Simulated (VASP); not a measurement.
# CsPbCl3 (Pm-3m) in VASP: notebook

CsPbCl3 is run at these levels: PBEsol; tasks: single point.

Program: VASP 6.6.1. These are calculated values, not measurements. Logs are shortened: lines on timing, memory, paths and dates and some standing lists are left out, and cuts for length are marked.

### Step 1. The cell of the first run

Symmetry: Pm-3m, No. 221, cubic system. Conventional cell: a = 5.596 Å, b = 5.596 Å, c = 5.596 Å, α = 90.00°, β = 90.00°, γ = 90.00°. Cs (site symmetry m-3m) has 12 Cl at 3.96 Å and 8 Pb at 4.85 Å within 5.2 Å. Within 3.7 Å of Pb (site symmetry m-3m) lie 6 Cl at 2.80 Å. Within 3.7 Å of Cl (site symmetry 4/mmm) lie 2 Pb at 2.80 Å.

### Step 2. Single point, PBEsol

INCAR reads:

```
PREC = Accurate
ENCUT = 520
EDIFF = 1E-7
ISMEAR = -1
SIGMA = 0.1
LREAL = False
LASPH = True
NELM = 100
ALGO = Normal
ISIF = 2
LWAVE = False
LCHARG = False
GGA = PS
NBANDS = 30
```

KPOINTS reads:

```
Automatic mesh
0
Gamma
  3 3 3
```

POSCAR reads:

```
CsPbCl3
1.0
    5.5964053337      0.0000000000      0.0000000000
    0.0000000000      5.5964053337      0.0000000000
    0.0000000000      0.0000000000      5.5964053337
Cs Pb Cl
1 1 3
Direct
    0.0000000000      0.0000000000      0.0000000000
    0.5000000000      0.5000000000      0.5000000000
    0.5000000000      0.5000000000      0.0000000000
    0.0000000000      0.5000000000      0.5000000000
    0.5000000000      0.0000000000      0.5000000000
```

Potentials or basis: VASP PAW PBE potentials, release 64 (Cs_sv, Pb_d, Cl).

The run is started by

```console
cat potpaw_PBE.64/Cs_sv/POTCAR potpaw_PBE.64/Pb_d/POTCAR potpaw_PBE.64/Cl/POTCAR > POTCAR
mpirun -np 1 vasp_std > vasp.out
```

OUTCAR:

```text
PREC = Accurate
   ENCUT = 520
   EDIFF = 1E-7
   ISMEAR = -1
   LREAL = False
   LASPH = True
   NELM = 100
   ISIF = 2
   GGA = PS

 ion  position               nearest neighbor table
   1  0.000  0.000  0.000-
   2  0.500  0.500  0.500-   3 2.80   4 2.80   5 2.80   3 2.80   5 2.80   4 2.80
   3  0.500  0.500  0.000-   2 2.80   2 2.80
   4  0.000  0.500  0.500-   2 2.80   2 2.80
   5  0.500  0.000  0.500-   2 2.80   2 2.80

  LATTYP: Found a simple cubic cell.
 ALAT       =     5.5964053337

  Lattice vectors:

 A1 = (   5.5964053337,   0.0000000000,   0.0000000000)
 A2 = (   0.0000000000,   5.5964053337,   0.0000000000)
 A3 = (   0.0000000000,   0.0000000000,   5.5964053337)

Analysis of symmetry for initial positions (statically):
=====================================================================
 Subroutine PRICEL returns:
 Original cell was already a primitive cell.

 Routine SETGRP: Setting up the symmetry group for a
 simple cubic supercell.

 Subroutine GETGRP returns: Found 48 space group operations
 (whereof 48 operations were pure point group operations)
 out of a pool of 48 trial point group operations.

The static configuration has the point symmetry O_h .

Analysis of symmetry for dynamics (positions and initial velocities):
=====================================================================
 Subroutine PRICEL returns:
 Original cell was already a primitive cell.

 Routine SETGRP: Setting up the symmetry group for a
 simple cubic supercell.

 Subroutine GETGRP returns: Found 48 space group operations
 (whereof 48 operations were pure point group operations)
 out of a pool of 48 trial point group operations.

The dynamic configuration has the point symmetry O_h .

 Subroutine INISYM returns: Found 48 space group operations
 (whereof 48 operations are pure point group operations),
 and found     1 'primitive' translations

----------------------------------------------------------------------------------------

                                     Primitive cell

  volume of cell :     175.2780

  direct lattice vectors                    reciprocal lattice vectors
     5.596405334  0.000000000  0.000000000     0.178686128  0.000000000  0.000000000
     0.000000000  5.596405334  0.000000000     0.000000000  0.178686128  0.000000000
     0.000000000  0.000000000  5.596405334     0.000000000  0.000000000  0.178686128

  length of vectors
     5.596405334  5.596405334  5.596405334     0.178686128  0.178686128  0.178686128

  position of ions in fractional coordinates (direct lattice)
     0.000000000  0.000000000  0.000000000
     0.500000000  0.500000000  0.500000000
     0.500000000  0.500000000  0.000000000
     0.000000000  0.500000000  0.500000000
     0.500000000  0.000000000  0.500000000

  ion indices of the primitive-cell ions
   primitive index   ion index
                 1           1
                 2           2
                 3           3
                 4           4
                 5           5

----------------------------------------------------------------------------------------

 KPOINTS: Automatic mesh

Automatic generation of k-mesh.
 Grid dimensions read from file:
 generate k-points for:    3    3    3

 Generating k-lattice:

  Cartesian coordinates                     Fractional coordinates (reciprocal lattice)
     0.059562043  0.000000000  0.000000000     0.333333333  0.000000000  0.000000000
     0.000000000  0.059562043  0.000000000     0.000000000  0.333333333  0.000000000
     0.000000000  0.000000000  0.059562043     0.000000000  0.000000000  0.333333333

  Length of vectors
     0.059562043  0.059562043  0.059562043

  Shift w.r.t. Gamma in fractional coordinates (k-lattice)
     0.000000000  0.000000000  0.000000000

 Subroutine IBZKPT returns following result:
 ===========================================

 Found      4 irreducible k-points:

 Following reciprocal coordinates:
            Coordinates               Weight
  0.000000  0.000000  0.000000      1.000000
  0.333333  0.000000  0.000000      6.000000
  0.333333  0.333333  0.000000     12.000000
  0.333333  0.333333  0.333333      8.000000
   k-points           NKPTS =      4   k-points in BZ     NKDIM =      4   number of bands    NBANDS=     30
   number of dos      NEDOS =    301   number of ions     NIONS =      5
   total plane-waves  NPLWV =  74088
   dimension x,y,z NGX =    42 NGY =   42 NGZ =   42
   dimension x,y,z NGXF=    84 NGYF=   84 NGZF=   84
   ions per type =               1   1   3
   NGX,Y,Z   is equivalent  to a cutoff of  12.48, 12.48, 12.48 a.u.
   NGXF,Y,Z  is equivalent  to a cutoff of  24.95, 24.95, 24.95 a.u.
 SYSTEM =  unknown system
   PREC   = accura    normal or accurate (medium, high low for compatibility)
   ISTART =      0    job   : 0-new  1-cont  2-samecut
   ICHARG =      2    charge: 1-file 2-atom 10-const
   ISPIN  =      1    spin polarized calculation?
   LNONCOLLINEAR =      F non collinear calculations
   LSORBIT =      F    spin-orbit coupling
   LASPH  =      T    aspherical Exc in radial PAW
   ENCUT  =  520.0 eV  38.22 Ry    6.18 a.u.  10.41 10.41 10.41*2*pi/ulx,y,z
   NELM   =    100;   NELMIN=  2; NELMDL= -5     # of ELM steps
   EDIFF  = 0.1E-06   stopping-criterion for ELM
   LREAL  =      F    real-space projection
   EDIFFG = 0.1E-05   stopping-criterion for IOM
   NSW    =      0    number of steps for IOM
   IBRION =     -1    ionic relax: 0-MD 1-quasi-New 2-CG
   NFREE  =      0    steps in history (QN), initial steepest desc. (CG)
   ISIF   =      2    stress and relaxation
   ISYM   =      2    0-nonsym 1-usesym 2-fastsym
   POTIM  = 0.5000    time-step for ionic-motion
   TEBEG  =    0.0;   TEEND  =   0.0 temperature during run
   PSTRESS=    0.0 pullay stress
   NELECT =      44.0000    total number of electrons
   NUPDOWN=      -1.0000    fix difference up-down
   EMIN   =  10.00;   EMAX   =-10.00  energy-range for DOS
   EFERMI =   0.00;   METHOD = LEGACY
   ISMEAR =    -1;   SIGMA  =   0.10  broadening in eV -4-tet -1-fermi 0-gaus
   EFERMI_NEDOS =   21; number of points for ismear=-14 and -15
   IALGO  =     38    algorithm
   IMIX   =      4    mixing-type and parameters
     AMIX     =   0.40;   BMIX     =  1.00
     AMIX_MAG =   1.60;   BMIX_MAG =  1.00
  volume/ion in A,a.u.               =      35.06       236.57
  Fermi-wavevector in a.u.,A,eV,Ry     =   1.032722  1.951561 14.510800  1.066514
  Thomas-Fermi vector in A             =   2.166933
   LORBIT       =      0    0 simple, 1 ext, 2 COOP (PROOUT), +10 PAW based schemes
   GGA     = PS    functional components
   LHFCALC =     F    Hartree Fock is set to
   AEXX    =    0.0000 exact exchange contribution
   IVDW    =     0    specifies the selected vdW correction
   LEPSILON=     F    determine dielectric tensor
   LRPA    =     F    only Hartree local field effects (RPA)
 non-spin polarized calculation
  energy-cutoff  :      520.00
  volume of cell :      175.28
 maximum number of plane-waves:      4739
 NGX is ok and might be reduce to    42
   NGX = 21   NGY = 21   NGZ = 21

 number of electron      44.0000000 magnetization

 Free energy of the ion-electron system (eV)
  ---------------------------------------------------
  ext. energy  EPLUGINS =         0.00000000
  ---------------------------------------------------
  free energy    TOTEN  =       -18.48339224 eV

  energy without entropy =      -18.48339224  energy(sigma->0) =      -18.48339224

 E-fermi :   2.4993     XC(G=0):  -8.0313

 val. band max:        0.4413040244   @ k =   0.3333   0.3333   0.3333
 cond. band min:       4.6338568063   @ k =   0.3333   0.3333   0.3333
 fundamental gap:      4.1925527819
 Fermi energy:         2.4992882318

 k-point     1 :       0.0000    0.0000    0.0000
  band No.  band energies     occupation
      1     -19.6051      2.00000
      2     -15.0003      2.00000
      3     -15.0003      2.00000
      4     -14.7312      2.00000
      5     -14.7312      2.00000
      6     -14.7312      2.00000
[... 22 lines left out ...]
     29       7.8871      0.00000
     30       7.8871      0.00000

 k-point     2 :       0.3333    0.0000    0.0000
  band No.  band energies     occupation
      1     -19.6034      2.00000
      2     -15.0001      2.00000
      3     -14.9164      2.00000
      4     -14.7324      2.00000
      5     -14.7324      2.00000
      6     -14.7312      2.00000
[... 22 lines left out ...]
     29       7.1950      0.00000
     30       8.2254      0.00000

 k-point     3 :       0.3333    0.3333    0.0000
  band No.  band energies     occupation
      1     -19.6019      2.00000
      2     -14.9612      2.00000
      3     -14.8622      2.00000
      4     -14.7336      2.00000
      5     -14.7324      2.00000
      6     -14.7324      2.00000
[... 22 lines left out ...]
     29       7.6468      0.00000
     30       7.9226      0.00000

 k-point     4 :       0.3333    0.3333    0.3333
  band No.  band energies     occupation
      1     -19.6005      2.00000
      2     -14.8621      2.00000
      3     -14.8621      2.00000
      4     -14.7336      2.00000
      5     -14.7336      2.00000
      6     -14.7336      2.00000
[... 22 lines left out ...]
     29       7.7601      0.00000
     30       8.0691      0.00000

------------------------ aborting loop because EDIFF is reached ----------------------------------------

  FORCE on cell =-STRESS in cart. coord.  units (eV):
  Direction    XX          YY          ZZ          XY          YZ          ZX
  --------------------------------------------------------------------------------------
  -------------------------------------------------------------------------------------
  Total       -0.0320137     -0.0320137     -0.0320137      0.0000000      0.0000000     -0.0000000
  in kB       -0.2926303     -0.2926303     -0.2926303      0.0000000      0.0000000     -0.0000000
  external PRESSURE =      -0.2926303 kB  Pullay stress =       0.0000000 kB

 VOLUME and BASIS-vectors are now :
 -----------------------------------------------------------------------------
  energy-cutoff  :      520.00
  volume of cell :      175.28
      direct lattice vectors                 reciprocal lattice vectors
     5.596405334  0.000000000  0.000000000     0.178686128  0.000000000  0.000000000
     0.000000000  5.596405334  0.000000000     0.000000000  0.178686128  0.000000000
     0.000000000  0.000000000  5.596405334     0.000000000  0.000000000  0.178686128

 POSITION                                       TOTAL-FORCE (eV/Angst)
 -----------------------------------------------------------------------------------
      0.00000      0.00000      0.00000         0.000000      0.000000      0.000000
      2.79820      2.79820      2.79820         0.000000      0.000000      0.000000
      2.79820      2.79820      0.00000         0.000000      0.000000      0.000000
      0.00000      2.79820      2.79820         0.000000      0.000000      0.000000
      2.79820      0.00000      2.79820         0.000000      0.000000      0.000000
 -----------------------------------------------------------------------------------
    total drift:                                0.000000     -0.000000     -0.000000

  FREE ENERGIE OF THE ION-ELECTRON SYSTEM (eV)
  ---------------------------------------------------
  free  energy   TOTEN  =       -18.4833922394 eV

  energy  without entropy=      -18.4833922363  energy(sigma->0) =      -18.48339224
```

Run time: 24 s. Hardware: 1 thread of Intel Xeon Platinum 8259CL at 2.50GHz (Skylake/Cascade Lake), shared host; peak memory 0.25 GiB.

What came out:

| Quantity | Value |
| --- | --- |
| Free energy | -18.4834 eV |
| Pressure | 0.0 GPa |
| Band gap on the k mesh | 4.19 eV |

Levels at points of the mesh, in eV from the valence-band top:
```
           k point  band 19  band 20  band 21  band 22  band 23  band 24  band 25  band 26
(0.00, 0.00, 0.00)    -1.36    -1.25    -1.25    -1.25     4.51     5.49     5.49     6.40
```

Caveat: the PAW data sets were made with another functional, which shifts forces and pressure a little; spin-orbit coupling is left out, which moves the levels of the heavy elements; an odd mesh through Γ misses points on the zone boundary, where band edges can lie.

### Step 3. Single point, PBEsol

INCAR reads:

```
PREC = Accurate ; ENCUT = 520
EDIFF = 1E-6 ; ISMEAR = -1
SIGMA = 0.1 ; LREAL = F
LASPH = T ; NELM = 80
ALGO = Normal ; ISIF = 2
LWAVE = F ; LCHARG = F
GGA = PS ; NBANDS = 30
```

KPOINTS reads:

```
regular mesh
0
Gamma
  3 3 3
```

POSCAR: that of step 2 with these lines changed.

```diff
@@ -2,5 +2,5 @@
 1.0
-    5.5964053337      0.0000000000      0.0000000000
-    0.0000000000      5.5964053337      0.0000000000
-    0.0000000000      0.0000000000      5.5964053337
+    5.5964248915      0.0000000000      0.0000000000
+    0.0000000000      5.5964248915      0.0000000000
+    0.0000000000      0.0000000000      5.5964248915
 Cs Pb Cl
```

Potentials or basis: VASP PAW PBE potentials, release 64 (Cs_sv, Pb_d, Cl).

The run is started by

```console
cat potpaw_PBE.64/Cs_sv/POTCAR potpaw_PBE.64/Pb_d/POTCAR potpaw_PBE.64/Cl/POTCAR > POTCAR
mpirun -np 1 vasp_std > vasp.out
```

It took 21 s on 1 thread of Intel Xeon Platinum 8259CL at 2.50GHz (Skylake/Cascade Lake), shared host; peak memory 0.25 GiB.

The run converged. Its results:

* Free energy: -18.4834 eV
* Pressure: 0.0 GPa
* Band gap on the k mesh: 4.19 eV

Levels at points of the mesh, in eV from the valence-band top:
```tsv
k point	band 20	band 21	band 22	band 23	band 24	band 25
(0.00, 0.00, 0.00)	-1.25	-1.25	-1.25	4.51	5.49	5.49
```

Caveat: the PAW data sets were made with another functional, which shifts forces and pressure a little; spin-orbit coupling is left out, which moves the levels of the heavy elements; an odd mesh through Γ misses points on the zone boundary, where band edges can lie.
